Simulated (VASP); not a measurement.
# ZnSe (F-43m) in VASP: further runs, part 2 of 2

VASP 6.6.1. The steps go on from the part before.

### 4 Electric field gradients, LDA (21.85 Å³/atom)

This run uses another cell than the first one, of 21.85 Å³/atom.

File INCAR:

```
PREC = Accurate
ENCUT = 520
EDIFF = 1E-8
ISMEAR = -1
SIGMA = 0.03
LREAL = F
LASPH = T
NELM = 80
ALGO = Normal
ISIF = 2
LWAVE = F
LCHARG = F
GGA = CA
LEFG = T
NBANDS = 16
```

File KPOINTS:

```
regular mesh
0
Gamma
  8 8 8
```

File POSCAR:

```
ZnSe
1.0
    0.0000000000      2.7955007105      2.7955007105
    2.7955007105      0.0000000000      2.7955007105
    2.7955007105      2.7955007105      0.0000000000
Zn Se
1 1
Direct
    0.0000000000      0.0000000000      0.0000000000
    0.7500000000      0.7500000000      0.7500000000
```

Potentials or basis: VASP PAW LDA potentials, release 64 (Zn, Se).

Started as:

```
$ cat potpaw_LDA.64/Zn/POTCAR potpaw_LDA.64/Se/POTCAR > POTCAR
$ mpirun -np 1 vasp_std > vasp.out
```

OUTCAR:

```text
PREC = Accurate
   ENCUT = 520
   EDIFF = 1E-8
   ISMEAR = -1
   LREAL = F
   LASPH = T
   NELM = 80
   ISIF = 2
   GGA = CA

 ion  position               nearest neighbor table
   1  0.000  0.000  0.000-   2 2.42   2 2.42   2 2.42   2 2.42
   2  0.750  0.750  0.750-   1 2.42   1 2.42   1 2.42   1 2.42

  LATTYP: Found a face centered cubic cell.
 ALAT       =     5.5910014210

  Lattice vectors:

 A1 = (   0.0000000000,   2.7955007105,   2.7955007105)
 A2 = (   2.7955007105,   0.0000000000,   2.7955007105)
 A3 = (   2.7955007105,   2.7955007105,   0.0000000000)

[... 667 lines left out ...]
  free  energy   TOTEN  =        -7.3714623354 eV

  energy  without entropy=       -7.3714623354  energy(sigma->0) =       -7.37146234

 Electric field gradients (V/A^2)
---------------------------------------------------------------------
 ion       V_xx      V_yy      V_zz      V_xy      V_xz      V_yz
---------------------------------------------------------------------
   1       0.000    -0.000    -0.000     0.004     0.004     0.004
   2      -0.000    -0.000    -0.000     0.000     0.000     0.000
---------------------------------------------------------------------

 Electric field gradients after diagonalization (V/A^2)
 (convention: |V_zz| > |V_xx| > |V_yy|)
----------------------------------------------------------------------
 ion       V_xx      V_yy      V_zz     asymmetry (V_yy - V_xx)/ V_zz
----------------------------------------------------------------------
   1      -0.004    -0.004     0.008       0.000
   2      -0.000    -0.000     0.001       0.000
----------------------------------------------------------------------

           NMR quadrupolar parameters

 Cq : quadrupolar parameter    Cq=e*Q*V_zz/h
 eta: asymmetry parameters     (V_yy - V_xx)/ V_zz
 Q  : nuclear electric quadrupole moment in mb (millibarn)
----------------------------------------------------------------------
 ion       Cq(MHz)       eta       Q (mb)
----------------------------------------------------------------------
   1       0.000       0.000       1.000
   2       0.000       0.000       1.000
----------------------------------------------------------------------
```

stdout:

```text
POSCAR found type information on POSCAR ZnSe
 POSCAR found :  2 types and       2 ions
 scaLAPACK will be used
 LDA part: xc-table for (Slater(with rela. corr.)+CA(PZ))
 , standard interpolation
 POSCAR, INCAR and KPOINTS ok, starting setup
 FFT: planning ... GRIDC
 FFT: planning ... GRID_SOFT
 FFT: planning ... GRID
 WAVECAR not read
 entering main loop
ion   1

ion   2
```

Wall time 36 s (1 thread of Intel Xeon 8259CL, shared host); peak memory 0.15 GiB.

What came out:

```yaml
Free_energy: -7.3715 eV
Pressure: -0.5 GPa
Band_gap_on_the_k_mesh: 1.24 eV
Largest_electric_field_gradient_by_atom: zero within the noise of the run
```

Levels at points of the mesh, in eV from the valence-band top:
| k point | band 6 | band 7 | band 8 | band 9 | band 10 | band 11 | band 12 | band 13 |
| --- | --- | --- | --- | --- | --- | --- | --- | --- |
| (0.00, 0.00, 0.00) | -6.44 | 0.00 | 0.00 | 0.00 | 1.24 | 5.69 | 5.69 | 5.69 |
| (0.50, 0.00, 0.00) | -6.26 | -5.56 | -0.94 | -0.94 | 2.44 | 6.28 | 6.28 | 8.46 |
| (0.50, 0.50, 0.00) | -6.24 | -5.01 | -2.35 | -2.35 | 2.72 | 3.32 | 10.83 | 11.37 |

### 5 Electric field gradients, LDA (22.53 Å³/atom)

This run uses another cell than the first one, of 22.53 Å³/atom.

File INCAR:

```
PREC     = Accurate       # precision mode
ENCUT    = 520            # plane-wave cutoff, eV
EDIFF    = 1E-8           # SCF threshold, eV
ISMEAR   = -1             # smearing method
SIGMA    = 0.03           # smearing width, eV
LREAL    = F              # projectors in reciprocal space
LASPH    = T              # aspherical terms in the spheres
NELM     = 80             # most SCF steps
ALGO     = Normal         # electronic algorithm
ISIF     = 2              # what is computed and relaxed
LWAVE    = F              # write WAVECAR
LCHARG   = F              # write CHGCAR
LEFG     = T            
NBANDS   = 16             # bands
```

KPOINTS is that of step 4.

File POSCAR:

```
ZnSe
1.0
    0.0000000000      2.8243223372      2.8243223372
    2.8243223372      0.0000000000      2.8243223372
    2.8243223372      2.8243223372      0.0000000000
Zn Se
1 1
Direct
    0.0000000000      0.0000000000      0.0000000000
    0.7500000000      0.7500000000      0.7500000000
```

Potentials or basis: VASP PAW LDA potentials, release 64 (Zn, Se).

Started as:

```
$ cat potpaw_LDA.64/Zn/POTCAR potpaw_LDA.64/Se/POTCAR > POTCAR
$ mpirun -np 1 vasp_std > vasp.out
```

OUTCAR:

```text
PREC = Accurate
   ENCUT = 520
   EDIFF = 1E-8
   ISMEAR = -1
   LREAL = F
   LASPH = T
   NELM = 80
   ISIF = 2

 ion  position               nearest neighbor table
   1  0.000  0.000  0.000-   2 2.45   2 2.45   2 2.45   2 2.45
   2  0.750  0.750  0.750-   1 2.45   1 2.45   1 2.45   1 2.45

  LATTYP: Found a face centered cubic cell.
 ALAT       =     5.6486446744

  Lattice vectors:

 A1 = (   0.0000000000,   2.8243223372,   2.8243223372)
 A2 = (   2.8243223372,   0.0000000000,   2.8243223372)
 A3 = (   2.8243223372,   2.8243223372,   0.0000000000)

Analysis of symmetry for initial positions (statically):
=====================================================================
 Subroutine PRICEL returns:
 Original cell was already a primitive cell.

 Routine SETGRP: Setting up the symmetry group for a
 face centered cubic supercell.

 Subroutine GETGRP returns: Found 24 space group operations
 (whereof 24 operations were pure point group operations)
 out of a pool of 48 trial point group operations.

The static configuration has the point symmetry T_d .

Analysis of symmetry for dynamics (positions and initial velocities):
=====================================================================
 Subroutine PRICEL returns:
 Original cell was already a primitive cell.

 Routine SETGRP: Setting up the symmetry group for a
 face centered cubic supercell.

 Subroutine GETGRP returns: Found 24 space group operations
 (whereof 24 operations were pure point group operations)
 out of a pool of 48 trial point group operations.

The dynamic configuration has the point symmetry T_d .

 Subroutine INISYM returns: Found 24 space group operations
[... 156 lines left out ...]
      3      -5.1175      2.00000
      4      -5.1175      2.00000
      5      -4.7493      2.00000
      6      -4.7493      2.00000
[... 433 lines left out ...]
      3      -4.9768      2.00000
      4      -4.7825      2.00000
      5      -4.7422      2.00000
      6      -4.5318      2.00000
[... 8 lines left out ...]
     15      14.2366      0.00000
     16      15.0613      0.00000

 [... further k-points ...]

------------------------ aborting loop because EDIFF is reached ----------------------------------------

  FORCE on cell =-STRESS in cart. coord.  units (eV):
  Direction    XX          YY          ZZ          XY          YZ          ZX
  --------------------------------------------------------------------------------------
  -------------------------------------------------------------------------------------
  Total       -0.7037997     -0.7037997     -0.7037997     -0.0000000      0.0000000     -0.0000000
  in kB      -25.0257371    -25.0257371    -25.0257371     -0.0000000      0.0000000     -0.0000000
  external PRESSURE =     -25.0257371 kB  Pullay stress =       0.0000000 kB

 VOLUME and BASIS-vectors are now :
 -----------------------------------------------------------------------------
  energy-cutoff  :      520.00
  volume of cell :       45.06
      direct lattice vectors                 reciprocal lattice vectors
     0.000000000  2.824322337  2.824322337    -0.177033617  0.177033617  0.177033617
     2.824322337  0.000000000  2.824322337     0.177033617 -0.177033617  0.177033617
     2.824322337  2.824322337  0.000000000     0.177033617  0.177033617 -0.177033617

 POSITION                                       TOTAL-FORCE (eV/Angst)
 -----------------------------------------------------------------------------------
      0.00000      0.00000      0.00000        -0.000000     -0.000000      0.000000
      4.23648      4.23648      4.23648         0.000000      0.000000     -0.000000
 -----------------------------------------------------------------------------------
    total drift:                                0.000001      0.000001      0.000001

  FREE ENERGIE OF THE ION-ELECTRON SYSTEM (eV)
  ---------------------------------------------------
  free  energy   TOTEN  =        -7.3583669196 eV

  energy  without entropy=       -7.3583669195  energy(sigma->0) =       -7.35836692

 Electric field gradients (V/A^2)
---------------------------------------------------------------------
 ion       V_xx      V_yy      V_zz      V_xy      V_xz      V_yz
---------------------------------------------------------------------
   1      -0.000    -0.000     0.000     0.002     0.002     0.002
   2       0.000    -0.000     0.000     0.000     0.000     0.000
---------------------------------------------------------------------

 Electric field gradients after diagonalization (V/A^2)
 (convention: |V_zz| > |V_xx| > |V_yy|)
----------------------------------------------------------------------
 ion       V_xx      V_yy      V_zz     asymmetry (V_yy - V_xx)/ V_zz
----------------------------------------------------------------------
   1      -0.002    -0.002     0.005       0.000
   2      -0.000    -0.000     0.000       0.000
----------------------------------------------------------------------

           NMR quadrupolar parameters

 Cq : quadrupolar parameter    Cq=e*Q*V_zz/h
 eta: asymmetry parameters     (V_yy - V_xx)/ V_zz
 Q  : nuclear electric quadrupole moment in mb (millibarn)
----------------------------------------------------------------------
 ion       Cq(MHz)       eta       Q (mb)
----------------------------------------------------------------------
   1       0.000       0.000       1.000
   2       0.000       0.000       1.000
----------------------------------------------------------------------
```

OSZICAR:

```text
N       E                     dE             d eps       ncg     rms          rms(c)
DAV:   1     0.882606041181E+02    0.88261E+02   -0.88485E+03   928   0.131E+03
DAV:   2    -0.175415362473E+01   -0.90015E+02   -0.84718E+02  1040   0.259E+02
DAV:   3    -0.761560164120E+01   -0.58614E+01   -0.58379E+01  1112   0.640E+01
DAV:   4    -0.766562660862E+01   -0.50025E-01   -0.50020E-01  1160   0.615E+00
DAV:   5    -0.766586773865E+01   -0.24113E-03   -0.24113E-03  1184   0.386E-01    0.487E+00
DAV:   6    -0.738852670033E+01    0.27734E+00   -0.55210E-01  1384   0.247E+01    0.370E+00
DAV:   7    -0.736328968563E+01    0.25237E-01   -0.14415E-01  1128   0.365E+00    0.155E+00
DAV:   8    -0.735888944206E+01    0.44002E-02   -0.31826E-03  1416   0.731E-01    0.403E-01
DAV:   9    -0.735835570173E+01    0.53374E-03   -0.88614E-04  1048   0.241E-01    0.580E-02
DAV:  10    -0.735837290723E+01   -0.17205E-04   -0.10144E-04  1192   0.103E-01    0.165E-02
DAV:  11    -0.735836682788E+01    0.60794E-05   -0.13331E-05  1384   0.574E-02    0.396E-03
DAV:  12    -0.735836689522E+01   -0.67343E-07   -0.21027E-06  1104   0.995E-03    0.118E-03
DAV:  13    -0.735836691772E+01   -0.22498E-07   -0.62895E-08  1088   0.221E-03    0.392E-04
DAV:  14    -0.735836691955E+01   -0.18376E-08   -0.12800E-09   720   0.504E-04
   1 F= -.73583669E+01 E0= -.73583669E+01  d E =-.753141E-10
```

stdout:

```text
POSCAR found type information on POSCAR ZnSe
 POSCAR found :  2 types and       2 ions
 scaLAPACK will be used
 LDA part: xc-table for (Slater(with rela. corr.)+CA(PZ))
 , standard interpolation
 POSCAR, INCAR and KPOINTS ok, starting setup
 FFT: planning ... GRIDC
 FFT: planning ... GRID_SOFT
 FFT: planning ... GRID
 WAVECAR not read
 entering main loop
ion   1

ion   2
```

Run time: 44 s. Hardware: 1 thread of Intel Xeon 8259CL, shared host; peak memory 0.16 GiB.

What came out:

```yaml
Free_energy: -7.3584 eV
Pressure: -2.5 GPa
Band_gap_on_the_k_mesh: 1.11 eV
Largest_electric_field_gradient_by_atom: zero within the noise of the run
```

### 6 Overview

| cell | gap on the mesh (eV) | pressure (GPa) |
| --- | --- | --- |
| a = 3.967 Å, angles 60.0°, 2 atoms | 1.19 | -1.2 |
| a = 3.953 Å, angles 60.0°, 2 atoms | 1.24 | -0.5 |
| a = 3.994 Å, angles 60.0°, 2 atoms | 1.11 | -2.5 |

Alike in all rows: task electric field gradients; level LDA; potentials or basis VASP PAW LDA potentials, release 64 (Zn, Se); no spin polarisation; k mesh 8 × 8 × 8; cutoff (eV) 520; smearing fermi-dirac 0.03 eV.

Total energies depend on the potentials used, so only differences within one code and one set of settings carry meaning.
